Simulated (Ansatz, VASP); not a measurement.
# Two plane-wave programs on CuO

```
CELL_PARAMETERS angstrom
0.00000 -2.11656 -2.11656
-2.11656 0.00000 -2.11656
2.11656 2.11656 -4.23312
ATOMIC_POSITIONS crystal
Cu 0.50389 0.47699 0.48801
Cu 0.00389 0.97699 0.98801
O 0.74611 0.77301 0.76199
O 0.24611 0.27301 0.26199
```

Alike in both runs: functional PBE; k mesh 10 × 10 × 6; occupations fermi-dirac, width 0.05 eV; no spin polarisation; Hubbard terms Cu d U = 8.0 eV.

```csv
,VASP,Ansatz
version,VASP 6.6.1,Ansatz 0.2.0
potentials or method,"VASP PAW PBE potentials, release 64 (Cu, O)",Ansatz PAW
plane-wave cutoff (eV),520,420
valence electrons in the cell,34,50
task,single point,projected density of states
```

Ansatz gave:

| Quantity | Value |
| --- | --- |
| gap on the k mesh at the Fermi level (eV) | none |
| pressure (GPa) | 10.7 |
| traceless stress, the component that is largest in VASP (GPa) | 4.95 |
| rms of the force components (eV/Å) | 0.814 |

Problem. Which values does VASP return?

Solution. gap on the k mesh at the Fermi level (eV): none; pressure (GPa): -1.0; traceless stress, the component that is largest in VASP (GPa): 3.15; rms of the force components (eV/Å): 0.615.

The programs project onto different local orbitals, so the same U acts differently, and such runs can settle in different states. Atom by atom the forces differ by 0.199 eV/Å (rms over components). A gap of «none» marks a metal or a gap that the smearing closes. VASP's potentials hold 34 valence electrons a cell and Ansatz's 50, so a difference there can come from the potentials and not from the codes.
